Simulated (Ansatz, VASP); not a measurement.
NiO: VASP beside Ansatz

```
Ni O
1.0
     0.00000    2.09131    2.09131
     2.09131    0.00000    2.09131
     2.09131    2.09131    0.00000
Ni O
1 1
Cartesian
  0.0000 0.0000 0.0000
  2.0913 2.0913 2.0913
```

Alike in both runs: task single point; functional PBE; k mesh 17 × 17 × 17; occupations fermi-dirac, width 0.03 eV; collinear spin.

```csv
,VASP,Ansatz
version,VASP 6.6.1,Ansatz 0.2.0
potentials or method,"VASP PAW PBE potentials, release 64 (Ni, O), cutoff 520 eV","all-electron LAPW, scalar-relativistic"
```

```tsv
	VASP	Ansatz	Ansatz less VASP
pressure (GPa)	3.8	4.7	+0.88
net moment per atom (μB)	0.86	0.89	+0.039
size of the moment on the site where the two differ most (μB)	1.41	1.49	+0.076
```

Site moments also hang on the region over which each program counts them. Ansatz ran all-electron here, and VASP with PAW potentials.
